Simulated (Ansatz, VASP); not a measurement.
## MgSi3N2: VASP beside Ansatz

```xyz
6
Lattice="2.3688 1.3676 4.8954 -2.3688 1.3676 4.8954 0.0000 -2.7352 4.8954" Properties=species:S:1:pos:R:3 pbc="T T T"
Mg    0.0000    0.0000    0.0000
Si   -1.1844    0.6838    2.4477
Si    1.1844    0.6838    2.4477
Si    0.0000   -1.3676    2.4477
N     0.0000    0.0000   10.9312
N     0.0000    0.0000    3.7549
```

Change from the starting cell: species swapped into the Gd2AlFe3 type (R-3m, No. 166).

Alike in both runs: functional PBE; k mesh 12 × 12 × 12; occupations gaussian, width 0.1 eV; no spin polarisation.

Ansatz relaxed the structure, and its values are those at the end. VASP's run is a single point on that final structure, the one shown.

|  | VASP | Ansatz |
| --- | --- | --- |
| version | VASP 6.6.1 | Ansatz 0.2.0 |
| potentials or method | VASP PAW PBE potentials, release 64 (Mg, Si, N), cutoff 520 eV | scalar-relativistic, plane waves, PAW |
| valence electrons in the cell | 24 | 32 |

|  | VASP | Ansatz | Ansatz less VASP |
| --- | --- | --- | --- |
| gap on the k mesh at the Fermi level (eV) | none | none | - |
| pressure (GPa) | -0.1 | 0.0 | +0.08 |
| rms of the force components (eV/Å) | 0.008 | 0.001 | -0.0069 |

A gap of «none» marks a metal or a gap that the smearing closes. With one functional, cell and mesh, what is left measures potentials, basis and numerics. VASP's potentials hold 24 valence electrons a cell and Ansatz's 32, so a difference there can come from the potentials and not from the codes.
